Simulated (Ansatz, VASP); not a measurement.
## CuO2 in VASP and in Ansatz

File INCAR:

```
ALGO = Normal
EDIFF = 1E-6
ENCUT = 700
GGA = PS
GGA_COMPAT = False
ISIF = 2
ISMEAR = -1
LASPH = True
LCHARG = True
LELF = True
LREAL = False
LVHAR = True
LWAVE = False
NBANDS = 40
NELM = 120
PREC = Accurate
SIGMA = 0.05
```

Contents of KPOINTS:

```
k-points
0
Gamma
  8 8 5
```

File POSCAR:

```
CuO2
1.0
    1.3843627000     -5.1065320600      0.0000000000
    1.3843627000      5.1065320600      0.0000000000
    0.0000000000      0.0000000000      4.3434240000
Cu O
2 4
Direct
    0.1672530000      0.8327470000      0.7500000000
    0.8327470000      0.1672530000      0.2500000000
    0.7889700000      0.2110300000      0.7500000000
    0.2110300000      0.7889700000      0.2500000000
    0.5514860000      0.4485140000      0.7500000000
    0.4485140000      0.5514860000      0.2500000000
```

The input input.yaml:

```yaml
crystal:
  lattice:
    - [1.3843627, -5.10653206, 0.0]
    - [1.3843627, 5.10653206, 0.0]
    - [0.0, 0.0, 4.343424]
  atoms:
    - { symbol: Cu, position: [0.167253, 0.832747, 0.75] }
    - { symbol: Cu, position: [0.832747, 0.167253, 0.25] }
    - { symbol: O, position: [0.78897, 0.21103, 0.75] }
    - { symbol: O, position: [0.21103, 0.78897, 0.25] }
    - { symbol: O, position: [0.551486, 0.448514, 0.75] }
    - { symbol: O, position: [0.448514, 0.551486, 0.25] }
hamiltonian:
  xc: pbesol
  pseudopotentials: { kind: paw }
kpoints:
  mp_grid: { grid: [8, 8, 5] }
  band_path:
    path:
      - [[0.0, 0.0, 0.0], [0.2683733209, 0.2683733209, 0.0], [0.0, 0.5, 0.0], [0.0, 0.5, 0.5], [0.2683733209, 0.2683733209, 0.5], [0.0, 0.0, 0.5], [0.0, 0.0, 0.0], [-0.5, 0.5, 0.0], [-0.2683733209, 0.7316266791, 0.0], [-0.2683733209, 0.7316266791, 0.5], [-0.5, 0.5, 0.5], [-0.5, 0.5, 0.0]]
      - [[0.0, 0.0, 0.5], [-0.5, 0.5, 0.5]]
    npoints: 14
scf:
  occupations: { method: fermi_dirac, width: 0.05 }
  n_extra_bands: 15
output:
  forces: true
  stress: true
  eigenvalues: true
  fatbands: false
  write_density: true
  write_potential: true
  elf: true
  volumetric_format: npy
```

Alike in both runs: functional PBEsol; k mesh 8 × 8 × 5; occupations fermi-dirac, width 0.05 eV; no spin polarisation.

```csv
,VASP,Ansatz
version,VASP 6.6.1,Ansatz 0.2.0
potentials or method,"VASP PAW PBE potentials, release 64 (Cu_sv_GW, O)",Ansatz PAW
plane-wave cutoff (eV),700,420
valence electrons in the cell,62,62
task,single point,band structure
```

|  | VASP | Ansatz | Ansatz less VASP |
| --- | --- | --- | --- |
| gap on the k mesh at the Fermi level (eV) | none | none | - |
| pressure (GPa) | -3.2 | -1.3 | +1.93 |
| traceless stress, the component that is largest in VASP (GPa) | -1.66 | -1.25 | +0.410 |
| rms of the force components (eV/Å) | 0.083 | 0.070 | -0.0125 |

VASP's potentials were made for PBE, not for PBEsol. Atom by atom the forces differ by 0.019 eV/Å (rms over components). A gap of «none» marks a metal or a gap that the smearing closes.
